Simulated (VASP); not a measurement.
# CoO in VASP: single point with PBE

Aim: the single point of CoO with PBE.

All numbers are computed with VASP 6.6.1; they aren't measurements. Logs are shortened: lines on timing, memory, paths and dates and some standing lists are left out, and cuts for length are marked.

**1. The cell of the first run**

The cell holds a wire or tube with vacuum around it, 2 atoms: a = 9.000 Å, b = 9.300 Å, c = 3.465 Å, α = 90.00°, β = 90.00°, γ = 90.00°.

**2. Single point, PBE, collinear spin, ferromagnetic start**

INCAR

```
SYSTEM = CoO
ALGO = Normal ; EDIFF = 1E-6
ENCUT = 520 ; GGA = PE
GGA_COMPAT = .False. ; ISIF = 2
ISMEAR = 0 ; ISPIN = 2
LASPH = .True. ; LCHARG = .True.
LELF = .True. ; LMAXMIX = 4
LORBIT = 11 ; LREAL = .False.
LVHAR = .True. ; LWAVE = .False.
MAGMOM = 2.74 0.5 ; NBANDS = 22
NELM = 200 ; PREC = Accurate
SIGMA = 0.05
```

KPOINTS

```
k-points
0
Gamma
  1 1 17
  0 0 0
```

POSCAR

```
CoO
1.0
    9.0000000000      0.0000000000      0.0000000000
    0.0000000000      9.3000000000      0.0000000000
    0.0000000000      0.0000000000      3.4650276284
Co O
1 1
Direct
    0.5000000000      0.5000000000      0.0000000000
    0.5000000000      0.5000000000      0.5000000000
```

Potentials or basis: VASP PAW PBE potentials, release 64 (Co_sv, O).

Launch:

```
$ cat potpaw_PBE.64/Co_sv/POTCAR potpaw_PBE.64/O/POTCAR > POTCAR
$ mpirun -np 1 vasp_std > vasp.out
```

OUTCAR:

```text
SYSTEM = CoO
   EDIFF = 1E-6
   ENCUT = 520
   GGA = PE
   ISIF = 2
   ISMEAR = 0
   ISPIN = 2
   LASPH = .True.
   LORBIT = 11
   LREAL = .False.
   NELM = 200
   PREC = Accurate

 ion  position               nearest neighbor table
   1  0.500  0.500  0.000-   2 1.73   2 1.73
   2  0.500  0.500  0.500-   1 1.73   1 1.73

  LATTYP: Found a simple orthorhombic cell.
 ALAT       =     3.4650276284
 B/A-ratio  =     2.5973818870
 C/A-ratio  =     2.6839612832

  Lattice vectors:

 A1 = (   0.0000000000,   0.0000000000,   3.4650276284)
 A2 = (   9.0000000000,   0.0000000000,   0.0000000000)
 A3 = (   0.0000000000,   9.3000000000,   0.0000000000)

Analysis of symmetry for initial positions (statically):
=====================================================================
 Subroutine PRICEL returns:
 Original cell was already a primitive cell.

 Routine SETGRP: Setting up the symmetry group for a
 simple orthorhombic supercell.

 Subroutine GETGRP returns: Found  8 space group operations
 (whereof  8 operations were pure point group operations)
 out of a pool of  8 trial point group operations.

The static configuration has the point symmetry D_2h.

Analysis of symmetry for dynamics (positions and initial velocities):
=====================================================================
 Subroutine PRICEL returns:
 Original cell was already a primitive cell.

 Routine SETGRP: Setting up the symmetry group for a
 simple orthorhombic supercell.

 Subroutine GETGRP returns: Found  8 space group operations
 (whereof  8 operations were pure point group operations)
 out of a pool of  8 trial point group operations.

The dynamic configuration has the point symmetry D_2h.

Analysis of structural, dynamic, and magnetic symmetry:
=====================================================================
 Subroutine PRICEL returns:
 Original cell was already a primitive cell.

 Routine SETGRP: Setting up the symmetry group for a
 simple orthorhombic supercell.

 Subroutine GETGRP returns: Found  8 space group operations
 (whereof  8 operations were pure point group operations)
 out of a pool of  8 trial point group operations.

The overall configuration has the point symmetry D_2h.

 Subroutine INISYM returns: Found  8 space group operations
 (whereof  8 operations are pure point group operations),
 and found     1 'primitive' translations

[... 99 lines left out ...]
  volume/ion in A,a.u.               =     145.01       978.59
  Fermi-wavevector in a.u.,A,eV,Ry     =   0.703353  1.329145  6.730878  0.494706
  Thomas-Fermi vector in A             =   1.788301
   LORBIT       =     11    0 simple, 1 ext, 2 COOP (PROOUT), +10 PAW based schemes
   GGA     = PE    functional components
   LHFCALC =     F    Hartree Fock is set to
   AEXX    =    0.0000 exact exchange contribution
   IVDW    =     0    specifies the selected vdW correction
   LEPSILON=     F    determine dielectric tensor
   LRPA    =     F    only Hartree local field effects (RPA)
 spin polarized calculation
 Gauss-broadening in eV      SIGMA  =   0.05
  energy-cutoff  :      520.00
  volume of cell :      290.02
 maximum number of plane-waves:      7835
 NGX is ok and might be reduce to    70
   NGX = 33   NGY = 35   NGZ = 13

 number of electron      23.0000016 magnetization       2.0636325

 Free energy of the ion-electron system (eV)
  ---------------------------------------------------
  ext. energy  EPLUGINS =         0.00000000
  ---------------------------------------------------
  free energy    TOTEN  =       -11.82537174 eV

  energy without entropy =      -11.80427579  energy(sigma->0) =      -11.81482377

 E-fermi :  -4.0481     XC(G=0):  -2.0545

 val. band max:       -4.0552397204   @ k =   0.0000   0.0000   0.3529
 cond. band min:      -4.0479737234   @ k =   0.0000   0.0000   0.4118
 fundamental gap:      0.0072659970
 Fermi energy:        -4.0481326053

 spin component 1

 k-point     1 :       0.0000    0.0000    0.0000
  band No.  band energies     occupation
      1    -100.0396      1.00000
      2     -64.0826      1.00000
      3     -62.9065      1.00000
      4     -62.9056      1.00000
      5     -22.8230      1.00000
      6      -8.1268      1.00000
[... 214 lines left out ...]
     21       4.4865      0.00000
     22       5.0274      0.00000
 Fermi energy:        -4.0481326053

 spin component 2

 k-point     1 :       0.0000    0.0000    0.0000
  band No.  band energies     occupation
      1     -98.0989      1.00000
      2     -61.9140      1.00000
      3     -61.1513      1.00000
      4     -61.1510      1.00000
      5     -22.5715      1.00000
      6      -7.9486      1.00000
[... 214 lines left out ...]
     21       4.5649      0.00000
     22       5.0144      0.00000

------------------------ aborting loop because EDIFF is reached ----------------------------------------

  FORCE on cell =-STRESS in cart. coord.  units (eV):
  Direction    XX          YY          ZZ          XY          YZ          ZX
  --------------------------------------------------------------------------------------
  -------------------------------------------------------------------------------------
  Total       -0.2426225     -0.2471168     -3.5601297      0.0000000      0.0000000      0.0000000
  in kB       -1.3403232     -1.3651513    -19.6672775      0.0000000      0.0000000      0.0000000
  external PRESSURE =      -7.4575840 kB  Pullay stress =       0.0000000 kB

 VOLUME and BASIS-vectors are now :
 -----------------------------------------------------------------------------
  energy-cutoff  :      520.00
  volume of cell :      290.02
      direct lattice vectors                 reciprocal lattice vectors
     9.000000000  0.000000000  0.000000000     0.111111111  0.000000000  0.000000000
     0.000000000  9.300000000  0.000000000     0.000000000  0.107526882  0.000000000
     0.000000000  0.000000000  3.465027628     0.000000000  0.000000000  0.288597987

 POSITION                                       TOTAL-FORCE (eV/Angst)
 -----------------------------------------------------------------------------------
      4.50000      4.65000      0.00000         0.000000      0.000000      0.000000
      4.50000      4.65000      1.73251         0.000000      0.000000      0.000000
 -----------------------------------------------------------------------------------
    total drift:                                0.000000      0.000000      0.000000

  FREE ENERGIE OF THE ION-ELECTRON SYSTEM (eV)
  ---------------------------------------------------
  free  energy   TOTEN  =       -11.8253717427 eV

  energy  without entropy=      -11.8042757897  energy(sigma->0) =      -11.81482377

 total charge

# of ion       s       p       d       tot
------------------------------------------
    1        2.216   6.084   6.679  14.979
    2        1.566   3.411   0.000   4.977
--------------------------------------------------
tot          3.782   9.495   6.679  19.955

 magnetization (x)

# of ion       s       p       d       tot
------------------------------------------
    1        0.063   0.009   1.601   1.673
    2        0.000   0.112   0.000   0.112
--------------------------------------------------
tot          0.063   0.121   1.601   1.785
```

stdout:

```text
POSCAR found type information on POSCAR CoO
 POSCAR found :  2 types and       2 ions
 scaLAPACK will be used
 LDA part: xc-table for (Slater+PW92), standard interpolation
 POSCAR, INCAR and KPOINTS ok, starting setup
 FFT: planning ... GRIDC
 FFT: planning ... GRID_SOFT
 FFT: planning ... GRID
 WAVECAR not read
 entering main loop
```

Wall time 3.8 min (1 thread of AMD EPYC 7R13 (Zen 3), shared host); peak memory 0.49 GiB.

Results:

| Quantity | Value |
| --- | --- |
| Free energy | -11.8254 eV |
| Net moment | 2.06 μB per cell |
| Site moments | Co +1.67; O +0.11 μB |
| Valence electrons inside the program's atomic spheres | Co 14.98; O 4.98 |

Caveat: semilocal functionals often make such compounds metallic where correlation or magnetic order opens a gap, which also shifts bond lengths. With open d or f shells a metallic result of PBE can be an artefact of self-interaction; +U or a hybrid may open a gap.
